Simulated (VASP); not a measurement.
# CaGaC4N4 (P4/mmm) in VASP: single point with PBE

Aim: the single point of CaGaC4N4 with PBE.

Everything below comes from runs of VASP 6.6.1. Logs are shortened: lines on timing, memory, paths and dates and some standing lists are left out, and cuts for length are marked.

## 1. The cell of the first run

The structure is tetragonal, space group P4/mmm (No. 123). Conventional cell: a = 7.940 Å, b = 7.940 Å, c = 3.899 Å, α = 90.00°, β = 90.00°, γ = 90.00°. Ca (site symmetry 4/mmm) has 4 C at 2.49 Å within 3.3 Å. Ga (site symmetry 4/mmm) has 4 N at 1.95 Å within 2.6 Å. C (site symmetry m2m) has 1 N at 1.17 Å within 1.6 Å. N (site symmetry m2m) has 1 C at 1.17 Å within 1.6 Å.

## 2. Single point, PBE

The input, INCAR:

```
PREC = Accurate ; ENCUT = 1330
EDIFF = 1E-6 ; ISMEAR = 0
SIGMA = 0.1 ; LREAL = False
LASPH = True ; NELM = 120
ALGO = Normal ; ISIF = 2
LWAVE = False ; LCHARG = False
GGA = PE ; NBANDS = 40
GGA_COMPAT = False
```

The input, KPOINTS:

```
Automatic mesh
0
Gamma
  4 4 4
```

The input, POSCAR:

```
CaGaC4N4
1.0
    7.9402283278      0.0000000000      0.0000000000
    0.0000000000      7.9402283278      0.0000000000
    0.0000000000      0.0000000000      3.8985973204
Ca Ga C N
1 1 4 4
Direct
    0.0000000000      0.0000000000      0.0000000000
    0.5000000000      0.5000000000      0.0000000000
    0.2220209949      0.7779790051      0.0000000000
    0.7779790051      0.2220209949      0.0000000000
    0.2220209949      0.2220209949      0.0000000000
    0.7779790051      0.7779790051      0.0000000000
    0.3263836829      0.6736163171      0.0000000000
    0.6736163171      0.3263836829      0.0000000000
    0.3263836829      0.3263836829      0.0000000000
    0.6736163171      0.6736163171      0.0000000000
```

Potentials or basis: VASP PAW PBE potentials, release 64 (Ca_sv, Ga_d, C_h, N_h).

Run with:

```console
$ cat potpaw_PBE.64/Ca_sv/POTCAR potpaw_PBE.64/Ga_d/POTCAR potpaw_PBE.64/C_h/POTCAR potpaw_PBE.64/N_h/POTCAR > POTCAR
$ mpirun -np 1 vasp_std > vasp.out
```

OUTCAR:

```text
PREC = Accurate
   ENCUT = 1330
   EDIFF = 1E-6
   ISMEAR = 0
   LREAL = False
   LASPH = True
   NELM = 120
   ISIF = 2
   GGA = PE

 ion  position               nearest neighbor table
   1  0.000  0.000  0.000-
   2  0.500  0.500  0.000-   7 1.95   8 1.95   9 1.95  10 1.95
   3  0.222  0.778  0.000-   7 1.17
   4  0.778  0.222  0.000-   8 1.17
   5  0.222  0.222  0.000-   9 1.17
   6  0.778  0.778  0.000-  10 1.17
   7  0.326  0.674  0.000-   3 1.17   2 1.95
   8  0.674  0.326  0.000-   4 1.17   2 1.95
   9  0.326  0.326  0.000-   5 1.17   2 1.95
  10  0.674  0.674  0.000-   6 1.17   2 1.95

  LATTYP: Found a simple tetragonal cell.
 ALAT       =     7.9402283278
 C/A-ratio  =     0.4909930999

  Lattice vectors:

 A1 = (   7.9402283278,   0.0000000000,   0.0000000000)
 A2 = (   0.0000000000,   7.9402283278,   0.0000000000)
 A3 = (   0.0000000000,   0.0000000000,   3.8985973204)

Analysis of symmetry for initial positions (statically):
=====================================================================
 Subroutine PRICEL returns:
 Original cell was already a primitive cell.

 Routine SETGRP: Setting up the symmetry group for a
 simple tetragonal supercell.

 Subroutine GETGRP returns: Found 16 space group operations
 (whereof 16 operations were pure point group operations)
 out of a pool of 16 trial point group operations.

The static configuration has the point symmetry D_4h.

Analysis of symmetry for dynamics (positions and initial velocities):
=====================================================================
 Subroutine PRICEL returns:
 Original cell was already a primitive cell.

 Routine SETGRP: Setting up the symmetry group for a
 simple tetragonal supercell.

 Subroutine GETGRP returns: Found 16 space group operations
 (whereof 16 operations were pure point group operations)
 out of a pool of 16 trial point group operations.

The dynamic configuration has the point symmetry D_4h.

 Subroutine INISYM returns: Found 16 space group operations
 (whereof 16 operations are pure point group operations),
 and found     1 'primitive' translations

----------------------------------------------------------------------------------------

                                     Primitive cell

  volume of cell :     245.7957

  direct lattice vectors                    reciprocal lattice vectors
     7.940228328  0.000000000  0.000000000     0.125940963  0.000000000  0.000000000
     0.000000000  7.940228328  0.000000000     0.000000000  0.125940963  0.000000000
     0.000000000  0.000000000  3.898597320     0.000000000  0.000000000  0.256502510

  length of vectors
     7.940228328  7.940228328  3.898597320     0.125940963  0.125940963  0.256502510

  position of ions in fractional coordinates (direct lattice)
     0.000000000  0.000000000  0.000000000
     0.500000000  0.500000000  0.000000000
     0.222020995  0.777979005  0.000000000
     0.777979005  0.222020995  0.000000000
     0.222020995  0.222020995  0.000000000
     0.777979005  0.777979005  0.000000000
     0.326383683  0.673616317  0.000000000
     0.673616317  0.326383683  0.000000000
     0.326383683  0.326383683  0.000000000
     0.673616317  0.673616317  0.000000000

  ion indices of the primitive-cell ions
   primitive index   ion index
                 1           1
                 2           2
                 3           3
                 4           4
                 5           5
                 6           6
                 7           7
                 8           8
                 9           9
                10          10

----------------------------------------------------------------------------------------

 KPOINTS: Automatic mesh

Automatic generation of k-mesh.
 Grid dimensions read from file:
 generate k-points for:    4    4    4

 Generating k-lattice:

  Cartesian coordinates                     Fractional coordinates (reciprocal lattice)
     0.031485241  0.000000000  0.000000000     0.250000000  0.000000000  0.000000000
     0.000000000  0.031485241  0.000000000     0.000000000  0.250000000  0.000000000
     0.000000000  0.000000000  0.064125628     0.000000000  0.000000000  0.250000000

  Length of vectors
     0.031485241  0.031485241  0.064125628

  Shift w.r.t. Gamma in fractional coordinates (k-lattice)
     0.000000000  0.000000000  0.000000000

 Subroutine IBZKPT returns following result:
 ===========================================

 Found     18 irreducible k-points:

 Following reciprocal coordinates:
            Coordinates               Weight
  0.000000  0.000000  0.000000      1.000000
  0.250000  0.000000  0.000000      4.000000
  0.500000  0.000000  0.000000      2.000000
  0.250000  0.250000  0.000000      4.000000
  0.500000  0.250000  0.000000      4.000000
  0.500000  0.500000  0.000000      1.000000
[... 10 lines left out ...]
  0.500000  0.250000  0.500000      4.000000
  0.500000  0.500000  0.500000      1.000000
   k-points           NKPTS =     18   k-points in BZ     NKDIM =     18   number of bands    NBANDS=     40
   number of dos      NEDOS =    301   number of ions     NIONS =     10
   total plane-waves  NPLWV = 442368
   dimension x,y,z NGX =    96 NGY =   96 NGZ =   48
   dimension x,y,z NGXF=   192 NGYF=  192 NGZF=   96
   ions per type =               1   1   4   4
   NGX,Y,Z   is equivalent  to a cutoff of  20.10, 20.10, 20.47 a.u.
   NGXF,Y,Z  is equivalent  to a cutoff of  40.20, 40.20, 40.94 a.u.
 SYSTEM =  unknown system
   PREC   = accura    normal or accurate (medium, high low for compatibility)
   ISTART =      0    job   : 0-new  1-cont  2-samecut
   ICHARG =      2    charge: 1-file 2-atom 10-const
   ISPIN  =      1    spin polarized calculation?
   LNONCOLLINEAR =      F non collinear calculations
   LSORBIT =      F    spin-orbit coupling
   LASPH  =      T    aspherical Exc in radial PAW
   ENCUT  = 1330.0 eV  97.75 Ry    9.89 a.u.  23.61 23.61 11.59*2*pi/ulx,y,z
   NELM   =    120;   NELMIN=  2; NELMDL= -5     # of ELM steps
   EDIFF  = 0.1E-05   stopping-criterion for ELM
   LREAL  =      F    real-space projection
   EDIFFG = 0.1E-04   stopping-criterion for IOM
   NSW    =      0    number of steps for IOM
   IBRION =     -1    ionic relax: 0-MD 1-quasi-New 2-CG
   NFREE  =      0    steps in history (QN), initial steepest desc. (CG)
   ISIF   =      2    stress and relaxation
   ISYM   =      2    0-nonsym 1-usesym 2-fastsym
   POTIM  = 0.5000    time-step for ionic-motion
   TEBEG  =    0.0;   TEEND  =   0.0 temperature during run
   PSTRESS=    0.0 pullay stress
   NELECT =      59.0000    total number of electrons
   NUPDOWN=      -1.0000    fix difference up-down
   EMIN   =  10.00;   EMAX   =-10.00  energy-range for DOS
   EFERMI =   0.00;   METHOD = LEGACY
   ISMEAR =     0;   SIGMA  =   0.10  broadening in eV -4-tet -1-fermi 0-gaus
   EFERMI_NEDOS =   21; number of points for ismear=-14 and -15
   IALGO  =     38    algorithm
   IMIX   =      4    mixing-type and parameters
     AMIX     =   0.40;   BMIX     =  1.00
     AMIX_MAG =   1.60;   BMIX_MAG =  1.00
  volume/ion in A,a.u.               =      24.58       165.87
  Fermi-wavevector in a.u.,A,eV,Ry     =   1.017421  1.922647 14.084011  1.035146
  Thomas-Fermi vector in A             =   2.150821
   LORBIT       =      0    0 simple, 1 ext, 2 COOP (PROOUT), +10 PAW based schemes
   GGA     = PE    functional components
   LHFCALC =     F    Hartree Fock is set to
   AEXX    =    0.0000 exact exchange contribution
   IVDW    =     0    specifies the selected vdW correction
   LEPSILON=     F    determine dielectric tensor
   LRPA    =     F    only Hartree local field effects (RPA)
 non-spin polarized calculation
 Gauss-broadening in eV      SIGMA  =   0.10
  energy-cutoff  :     1330.00
  volume of cell :      245.80
 maximum number of plane-waves:     27124
 NGX is ok and might be reduce to    96
   NGX = 47   NGY = 47   NGZ = 23

 number of electron      59.0000000 magnetization

 Free energy of the ion-electron system (eV)
  ---------------------------------------------------
  ext. energy  EPLUGINS =         0.00000000
  ---------------------------------------------------
  free energy    TOTEN  =       -71.75191481 eV

  energy without entropy =      -71.73642948  energy(sigma->0) =      -71.74417214

 E-fermi :   0.5960     XC(G=0):  -6.5946

 val. band max:        0.5933303825   @ k =   0.5000   0.0000   0.2500
 cond. band min:       0.7095609012   @ k =   0.5000   0.2500   0.2500
 fundamental gap:      0.1162305187
 Fermi energy:         0.5959514048

 k-point     1 :       0.0000    0.0000    0.0000
  band No.  band energies     occupation
      1     -41.4543      2.00000
      2     -22.6961      2.00000
      3     -22.3714      2.00000
      4     -22.3714      2.00000
      5     -18.8663      2.00000
      6     -18.6020      2.00000
[... 32 lines left out ...]
     39       4.3670      0.00000
     40       5.1691      0.00000

 k-point     2 :       0.2500    0.0000    0.0000
  band No.  band energies     occupation
      1     -41.4543      2.00000
      2     -22.6961      2.00000
      3     -22.3714      2.00000
      4     -22.3714      2.00000
      5     -18.8622      2.00000
      6     -18.6068      2.00000
[... 32 lines left out ...]
     39       4.4695      0.00000
     40       4.6815      0.00000

 k-point     3 :       0.5000    0.0000    0.0000
  band No.  band energies     occupation
      1     -41.4543      2.00000
      2     -22.6961      2.00000
      3     -22.3714      2.00000
      4     -22.3714      2.00000
      5     -18.8579      2.00000
      6     -18.6117      2.00000
[... 595 lines left out ...]
  band No.  band energies     occupation
      1     -41.4495      2.00000
      2     -22.7692      2.00000
      3     -22.3639      2.00000
      4     -22.3638      2.00000
      5     -18.8185      2.00000
      6     -18.5741      2.00000
[... 32 lines left out ...]
     39       4.0792      0.00000
     40       4.7217      0.00000

 k-point    18 :       0.5000    0.5000    0.5000
  band No.  band energies     occupation
      1     -41.4495      2.00000
      2     -22.7692      2.00000
      3     -22.3638      2.00000
      4     -22.3638      2.00000
      5     -18.8186      2.00000
      6     -18.5710      2.00000
[... 32 lines left out ...]
     39       4.6020      0.00000
     40       4.6043      0.00000

------------------------ aborting loop because EDIFF is reached ----------------------------------------

  FORCE on cell =-STRESS in cart. coord.  units (eV):
  Direction    XX          YY          ZZ          XY          YZ          ZX
  --------------------------------------------------------------------------------------
  -------------------------------------------------------------------------------------
  Total        0.1447782      0.1447782     -0.1025673      0.0000000      0.0000000     -0.0000000
  in kB        0.9437120      0.9437120     -0.6685676      0.0000000      0.0000000     -0.0000000
  external PRESSURE =       0.4062855 kB  Pullay stress =       0.0000000 kB

 VOLUME and BASIS-vectors are now :
 -----------------------------------------------------------------------------
  energy-cutoff  :     1330.00
  volume of cell :      245.80
      direct lattice vectors                 reciprocal lattice vectors
     7.940228328  0.000000000  0.000000000     0.125940963  0.000000000  0.000000000
     0.000000000  7.940228328  0.000000000     0.000000000  0.125940963  0.000000000
     0.000000000  0.000000000  3.898597320     0.000000000  0.000000000  0.256502510

 POSITION                                       TOTAL-FORCE (eV/Angst)
 -----------------------------------------------------------------------------------
      0.00000      0.00000      0.00000         0.000000      0.000000     -0.000000
      3.97011      3.97011      0.00000         0.000000      0.000000     -0.000000
      1.76290      6.17733      0.00000         0.016013     -0.016013     -0.000000
      6.17733      1.76290      0.00000        -0.016013      0.016013      0.000000
      1.76290      1.76290      0.00000         0.016013      0.016013     -0.000000
      6.17733      6.17733      0.00000        -0.016013     -0.016013     -0.000000
      2.59156      5.34867      0.00000        -0.009772      0.009772      0.000000
      5.34867      2.59156      0.00000         0.009772     -0.009772     -0.000000
      2.59156      2.59156      0.00000        -0.009772     -0.009772     -0.000000
      5.34867      5.34867      0.00000         0.009772      0.009772     -0.000000
 -----------------------------------------------------------------------------------
    total drift:                                0.000000      0.000000     -0.000000

  FREE ENERGIE OF THE ION-ELECTRON SYSTEM (eV)
  ---------------------------------------------------
  free  energy   TOTEN  =       -71.7519148135 eV

  energy  without entropy=      -71.7364294761  energy(sigma->0) =      -71.74417214
```

Run time: 11 min. Hardware: 1 thread of Intel Xeon Platinum 8488C (Sapphire Rapids), shared host; peak memory 1.3 GiB.

What came out:

```yaml
Free_energy: -71.7519 eV
Pressure: 0.0 GPa
Largest_force: 0.023 eV/Å
Band_gap_on_the_k_mesh: zero (an odd number of electrons rules out a gap without spin polarisation)
```

Forces in eV/Å, atoms in the order of the input:
```
Ca   0.000  0.000  0.000
Ga   0.000  0.000  0.000
C    0.016 -0.016  0.000
C   -0.016  0.016  0.000
C    0.016  0.016  0.000
C   -0.016 -0.016  0.000
N   -0.010  0.010  0.000
N    0.010 -0.010  0.000
N   -0.010 -0.010  0.000
N    0.010  0.010  0.000
```

Stress tensor (GPa, compression positive):
```
 0.09  0.00  0.00
 0.00  0.09  0.00
 0.00  0.00 -0.07
```

Levels at points of the mesh, in eV from the Fermi level:
```
           k point  band 28  band 29  band 30  band 31  band 32  band 33
(0.00, 0.00, 0.00)    -4.62    -4.43     0.29     0.65     1.15     1.65
(0.50, 0.00, 0.00)    -4.77    -4.23     0.32     1.04     1.18     1.42
(0.50, 0.50, 0.00)    -4.53    -4.53     0.33     1.15     1.42     1.89
(0.00, 0.00, 0.50)    -4.57    -4.29    -0.80     0.79     0.79     0.98
(0.50, 0.00, 0.50)    -4.65    -4.04    -0.70     0.67     0.95     1.36
(0.50, 0.50, 0.50)    -4.36    -4.36    -0.36     0.80     0.80     0.84
```

Caveat: the k points lie up to 0.40 Å⁻¹ apart, too coarse for converged energies and pressures of a metal; an odd number of electrons without spin polarisation forces a metal; a magnetic or distorted state may lie lower.

The gap in the log of VASP goes by the Fermi energy; the results here count the filled bands.